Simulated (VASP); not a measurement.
# GaN (Fm-3m) in VASP: settings compared

GaN is run at these levels: RPBE+D4, BLYP; tasks: single point.

Everything below comes from runs of VASP 6.6.1. Logs are shortened: lines on timing, memory, paths and dates and some standing lists are left out, and cuts for length are marked.

## (1) The cell of the first run

It takes space group Fm-3m (No. 225, cubic). Conventional cell: a = 4.196 Å, b = 4.196 Å, c = 4.196 Å, α = 90.00°, β = 90.00°, γ = 90.00°. Within 2.8 Å of Ga (site symmetry m-3m) lie 6 N at 2.10 Å. N (site symmetry m-3m) has 6 Ga at 2.10 Å within 2.8 Å.

## (2) Single point, RPBE+D4

Contents of INCAR:

```
PREC     = Accurate       # precision mode
ENCUT    = 520            # plane-wave cutoff, eV
EDIFF    = 1E-6           # SCF threshold, eV
ISMEAR   = 0              # smearing method
SIGMA    = 0.05           # smearing width, eV
LREAL    = False          # projectors in reciprocal space
LASPH    = True           # aspherical terms in the spheres
NELM     = 100            # most SCF steps
ALGO     = Normal         # electronic algorithm
ISIF     = 2              # what is computed and relaxed
LWAVE    = False          # write WAVECAR
LCHARG   = False          # write CHGCAR
GGA      = RP             # functional
IVDW     = 13             # dispersion correction
NBANDS   = 16             # bands
```

Contents of KPOINTS:

```
regular mesh
0
Gamma
  10 10 10
```

Contents of POSCAR:

```
GaN
1.0
    0.0000000000      2.0980439222      2.0980439222
    2.0980439222      0.0000000000      2.0980439222
    2.0980439222      2.0980439222      0.0000000000
Ga N
1 1
Direct
    0.5000000000      0.5000000000      0.5000000000
    0.0000000000      0.0000000000      0.0000000000
```

Potentials or basis: VASP PAW PBE potentials, release 64 (Ga_d, N).

The run is started by

```
$ cat potpaw_PBE.64/Ga_d/POTCAR potpaw_PBE.64/N/POTCAR > POTCAR
$ mpirun -np 1 vasp_std > vasp.out
```

OUTCAR:

```text
PREC = Accurate
   ENCUT = 520
   EDIFF = 1E-6
   ISMEAR = 0
   LREAL = False
   LASPH = True
   NELM = 100
   ISIF = 2
   GGA = RP
   IVDW = 13

 ion  position               nearest neighbor table
   1  0.500  0.500  0.500-   2 2.10   2 2.10   2 2.10   2 2.10   2 2.10   2 2.10
   2  0.000  0.000  0.000-   1 2.10   1 2.10   1 2.10   1 2.10   1 2.10   1 2.10

  LATTYP: Found a face centered cubic cell.
 ALAT       =     4.1960878444

  Lattice vectors:

 A1 = (   0.0000000000,   2.0980439222,   2.0980439222)
 A2 = (   2.0980439222,   0.0000000000,   2.0980439222)
 A3 = (   2.0980439222,   2.0980439222,   0.0000000000)

Analysis of symmetry for initial positions (statically):
=====================================================================
 Subroutine PRICEL returns:
 Original cell was already a primitive cell.

 Routine SETGRP: Setting up the symmetry group for a
 face centered cubic supercell.

 Subroutine GETGRP returns: Found 48 space group operations
 (whereof 48 operations were pure point group operations)
 out of a pool of 48 trial point group operations.

The static configuration has the point symmetry O_h .

Analysis of symmetry for dynamics (positions and initial velocities):
=====================================================================
 Subroutine PRICEL returns:
 Original cell was already a primitive cell.

 Routine SETGRP: Setting up the symmetry group for a
 face centered cubic supercell.

 Subroutine GETGRP returns: Found 48 space group operations
 (whereof 48 operations were pure point group operations)
 out of a pool of 48 trial point group operations.

The dynamic configuration has the point symmetry O_h .

 Subroutine INISYM returns: Found 48 space group operations
 (whereof 48 operations are pure point group operations),
 and found     1 'primitive' translations

----------------------------------------------------------------------------------------

                                     Primitive cell

  volume of cell :      18.4703

  direct lattice vectors                    reciprocal lattice vectors
     0.000000000  2.098043922  2.098043922    -0.238317222  0.238317222  0.238317222
     2.098043922  0.000000000  2.098043922     0.238317222 -0.238317222  0.238317222
     2.098043922  2.098043922  0.000000000     0.238317222  0.238317222 -0.238317222

  length of vectors
     2.967082169  2.967082169  2.967082169     0.412777538  0.412777538  0.412777538

  position of ions in fractional coordinates (direct lattice)
     0.500000000  0.500000000  0.500000000
     0.000000000  0.000000000  0.000000000

  ion indices of the primitive-cell ions
   primitive index   ion index
                 1           1
                 2           2

----------------------------------------------------------------------------------------

 KPOINTS: regular mesh

Automatic generation of k-mesh.
 Grid dimensions read from file:
 generate k-points for:   10   10   10

 Generating k-lattice:

  Cartesian coordinates                     Fractional coordinates (reciprocal lattice)
    -0.023831722  0.023831722  0.023831722     0.100000000  0.000000000  0.000000000
     0.023831722 -0.023831722  0.023831722     0.000000000  0.100000000  0.000000000
     0.023831722  0.023831722 -0.023831722     0.000000000  0.000000000  0.100000000

  Length of vectors
     0.041277754  0.041277754  0.041277754

  Shift w.r.t. Gamma in fractional coordinates (k-lattice)
     0.000000000  0.000000000  0.000000000

 Subroutine IBZKPT returns following result:
 ===========================================

 Found     47 irreducible k-points:

 Following reciprocal coordinates:
            Coordinates               Weight
  0.000000  0.000000  0.000000      1.000000
  0.100000  0.000000  0.000000      8.000000
  0.200000  0.000000  0.000000      8.000000
  0.300000  0.000000  0.000000      8.000000
  0.400000  0.000000  0.000000      8.000000
  0.500000  0.000000  0.000000      4.000000
[... 16 lines left out ...]
  0.300000  0.300000  0.000000      6.000000
  0.400000  0.300000  0.000000     24.000000
 [... further k-points ...]
   k-points           NKPTS =     47   k-points in BZ     NKDIM =     47   number of bands    NBANDS=     16
   number of dos      NEDOS =    301   number of ions     NIONS =      2
   total plane-waves  NPLWV =  13824
   dimension x,y,z NGX =    24 NGY =   24 NGZ =   24
   dimension x,y,z NGXF=    48 NGYF=   48 NGZF=   48
   ions per type =               1   1
   NGX,Y,Z   is equivalent  to a cutoff of  13.45, 13.45, 13.45 a.u.
   NGXF,Y,Z  is equivalent  to a cutoff of  26.89, 26.89, 26.89 a.u.
 SYSTEM =  unknown system
   PREC   = accura    normal or accurate (medium, high low for compatibility)
   ISTART =      0    job   : 0-new  1-cont  2-samecut
   ICHARG =      2    charge: 1-file 2-atom 10-const
   ISPIN  =      1    spin polarized calculation?
   LNONCOLLINEAR =      F non collinear calculations
   LSORBIT =      F    spin-orbit coupling
   LASPH  =      T    aspherical Exc in radial PAW
   ENCUT  =  520.0 eV  38.22 Ry    6.18 a.u.   5.52  5.52  5.52*2*pi/ulx,y,z
   NELM   =    100;   NELMIN=  2; NELMDL= -5     # of ELM steps
   EDIFF  = 0.1E-05   stopping-criterion for ELM
   LREAL  =      F    real-space projection
   EDIFFG = 0.1E-04   stopping-criterion for IOM
   NSW    =      0    number of steps for IOM
   IBRION =     -1    ionic relax: 0-MD 1-quasi-New 2-CG
   NFREE  =      0    steps in history (QN), initial steepest desc. (CG)
   ISIF   =      2    stress and relaxation
   ISYM   =      2    0-nonsym 1-usesym 2-fastsym
   POTIM  = 0.5000    time-step for ionic-motion
   TEBEG  =    0.0;   TEEND  =   0.0 temperature during run
   PSTRESS=    0.0 pullay stress
   NELECT =      18.0000    total number of electrons
   NUPDOWN=      -1.0000    fix difference up-down
   EMIN   =  10.00;   EMAX   =-10.00  energy-range for DOS
   EFERMI =   0.00;   METHOD = LEGACY
   ISMEAR =     0;   SIGMA  =   0.05  broadening in eV -4-tet -1-fermi 0-gaus
   EFERMI_NEDOS =   21; number of points for ismear=-14 and -15
   IALGO  =     38    algorithm
   IMIX   =      4    mixing-type and parameters
     AMIX     =   0.40;   BMIX     =  1.00
     AMIX_MAG =   1.60;   BMIX_MAG =  1.00
  volume/ion in A,a.u.               =       9.24        62.32
  Fermi-wavevector in a.u.,A,eV,Ry     =   1.623084  3.067185 35.843226  2.634403
  Thomas-Fermi vector in A             =   2.716592
   LORBIT       =      0    0 simple, 1 ext, 2 COOP (PROOUT), +10 PAW based schemes
   GGA     = RP    functional components
   LHFCALC =     F    Hartree Fock is set to
   AEXX    =    0.0000 exact exchange contribution
   IVDW    =    13    specifies the selected vdW correction
   LEPSILON=     F    determine dielectric tensor
   LRPA    =     F    only Hartree local field effects (RPA)
 non-spin polarized calculation
 Gauss-broadening in eV      SIGMA  =   0.05
  energy-cutoff  :      520.00
  volume of cell :       18.47
 maximum number of plane-waves:       531
 NGX is ok and might be reduce to    24
   NGX = 11   NGY = 11   NGZ = 11

 number of electron      18.0000004 magnetization

 Free energy of the ion-electron system (eV)
  ---------------------------------------------------
  ext. energy  EPLUGINS =         0.00000000
  ---------------------------------------------------
  free energy    TOTEN  =       -10.27390727 eV

  energy without entropy =      -10.27390727  energy(sigma->0) =      -10.27390727

 E-fermi :   8.5656     XC(G=0): -13.0494

 val. band max:        8.2713685657   @ k =  -0.2000   0.2000   0.0000
 cond. band min:       9.1278993665   @ k =   0.5000   0.5000   0.0000
 fundamental gap:      0.8565308007
 Fermi energy:         8.5655988476

 k-point     1 :       0.0000    0.0000    0.0000
  band No.  band energies     occupation
      1      -9.2583      2.00000
      2      -5.6872      2.00000
      3      -5.6872      2.00000
      4      -5.6872      2.00000
      5      -5.5882      2.00000
      6      -5.5882      2.00000
[... 8 lines left out ...]
     15      24.5576      0.00000
     16      24.5577      0.00000

 k-point     2 :       0.1000    0.0000    0.0000
  band No.  band energies     occupation
      1      -9.0602      2.00000
      2      -5.6957      2.00000
      3      -5.6773      2.00000
      4      -5.6773      2.00000
      5      -5.6017      2.00000
      6      -5.6017      2.00000
[... 8 lines left out ...]
     15      24.5176      0.00000
     16      24.5176      0.00000

 k-point     3 :       0.2000    0.0000    0.0000
  band No.  band energies     occupation
      1      -8.4860      2.00000
      2      -5.7186      2.00000
      3      -5.7038      2.00000
      4      -5.7038      2.00000
      5      -5.5841      2.00000
      6      -5.5841      2.00000
[... 8 lines left out ...]
     15      25.5344      0.00000
     16      25.5344      0.00000

 k-point     4 :       0.3000    0.0000    0.0000
  band No.  band energies     occupation
      1      -7.6131      2.00000
      2      -5.7746      2.00000
      3      -5.7746      2.00000
      4      -5.7507      2.00000
      5      -5.5227      2.00000
      6      -5.5227      2.00000
[... 8 lines left out ...]
     15      27.3709      0.00000
     16      27.3709      0.00000

 k-point     5 :       0.4000    0.0000    0.0000
  band No.  band energies     occupation
      1      -6.6458      2.00000
      2      -5.8351      2.00000
      3      -5.8351      2.00000
      4      -5.7997      2.00000
      5      -5.4686      2.00000
      6      -5.4686      2.00000
[... 8 lines left out ...]
     15      29.7749      0.00000
     16      29.7749      0.00000

 k-point     6 :       0.5000    0.0000    0.0000
  band No.  band energies     occupation
      1      -6.0638      2.00000
      2      -5.9193      2.00000
      3      -5.8583      2.00000
      4      -5.8583      2.00000
      5      -5.4476      2.00000
      6      -5.4476      2.00000
[... 8 lines left out ...]
     15      31.7938      0.00000
     16      31.7938      0.00000
[... 267 lines left out ...]
 k-point    21 :      -0.3000    0.2000    0.0000
  band No.  band energies     occupation
      1      -6.9846      2.00000
      2      -5.7993      2.00000
      3      -5.7831      2.00000
      4      -5.6875      2.00000
      5      -5.5174      2.00000
      6      -4.9204      2.00000
[... 8 lines left out ...]
     15      28.2644      0.00000
     16      29.4971      0.00000

 k-point    22 :      -0.2000    0.2000    0.0000
  band No.  band energies     occupation
      1      -7.4860      2.00000
      2      -5.7739      2.00000
      3      -5.7646      2.00000
      4      -5.7287      2.00000
      5      -5.5742      2.00000
      6      -5.3001      2.00000
[... 8 lines left out ...]
     15      27.5076      0.00000
     16      29.5585      0.00000

 k-point    23 :       0.3000    0.3000    0.0000
  band No.  band energies     occupation
      1      -7.7085      2.00000
      2      -5.8138      2.00000
      3      -5.5120      2.00000
      4      -5.5105      2.00000
      5      -5.5105      2.00000
      6      -5.1507      2.00000
[... 8 lines left out ...]
     15      32.5361      0.00000
     16      34.4096      0.00000

 k-point    24 :       0.4000    0.3000    0.0000
  band No.  band energies     occupation
      1      -7.5134      2.00000
      2      -5.8291      2.00000
      3      -5.5481      2.00000
      4      -5.4980      2.00000
      5      -5.4412      2.00000
      6      -4.5021      2.00000
[... 8 lines left out ...]
     15      33.3711      0.00000
     16      34.9025      0.00000

 [... further k-points ...]

------------------------ aborting loop because EDIFF is reached ----------------------------------------

  DFT-D4 for vdW energy calculation

  Edisp (eV):   -1.94341

  FORCE on cell =-STRESS in cart. coord.  units (eV):
  Direction    XX          YY          ZZ          XY          YZ          ZX
  --------------------------------------------------------------------------------------
  -------------------------------------------------------------------------------------
  Total       0.10735     0.10735     0.10735    -0.00000     0.00000    -0.00000
  in kB       9.31220     9.31220     9.31220    -0.00000     0.00000    -0.00000
  external pressure =        9.31 kB  Pullay stress =        0.00 kB

 VOLUME and BASIS-vectors are now :
 -----------------------------------------------------------------------------
  energy-cutoff  :      520.00
  volume of cell :       18.47
      direct lattice vectors                 reciprocal lattice vectors
     0.000000000  2.098043922  2.098043922    -0.238317222  0.238317222  0.238317222
     2.098043922  0.000000000  2.098043922     0.238317222 -0.238317222  0.238317222
     2.098043922  2.098043922  0.000000000     0.238317222  0.238317222 -0.238317222

 POSITION                                       TOTAL-FORCE (eV/Angst)
 -----------------------------------------------------------------------------------
      2.09804      2.09804      2.09804        -0.000000     -0.000000     -0.000000
      0.00000      0.00000      0.00000         0.000000      0.000000      0.000000
 -----------------------------------------------------------------------------------
    total drift:                                0.000000     -0.000000      0.000000

  FREE ENERGIE OF THE ION-ELECTRON SYSTEM (eV)
  ---------------------------------------------------
  free  energy   TOTEN  =       -12.2173183866 eV

  energy  without entropy=      -12.2173183866  energy(sigma->0) =      -12.21731839
```

It took 17 s on 1 thread of Intel Xeon 8259CL, shared host; peak memory 0.14 GiB.

Results:

* Free energy: -12.2173 eV
* Pressure: 0.9 GPa
* Band gap on the k mesh: 0.86 eV, indirect (least direct gap 3.04 eV)
* Dispersion energy per atom: -0.972 eV

Levels at points of the mesh, in eV from the valence-band top:
| k point | band 7 | band 8 | band 9 | band 10 | band 11 | band 12 |
| --- | --- | --- | --- | --- | --- | --- |
| (0.00, 0.00, 0.00) | -0.50 | -0.50 | -0.50 | 2.54 | 14.88 | 14.88 |
| (0.50, 0.00, 0.00) | -8.31 | -0.15 | -0.15 | 4.84 | 9.32 | 9.32 |
| (0.50, 0.50, 0.00) | -7.25 | -3.08 | -3.08 | 0.86 | 7.88 | 12.26 |

Caveat: the PAW data sets were made with another functional, which shifts forces and pressure a little.

(Continued in part 2 of 2.)
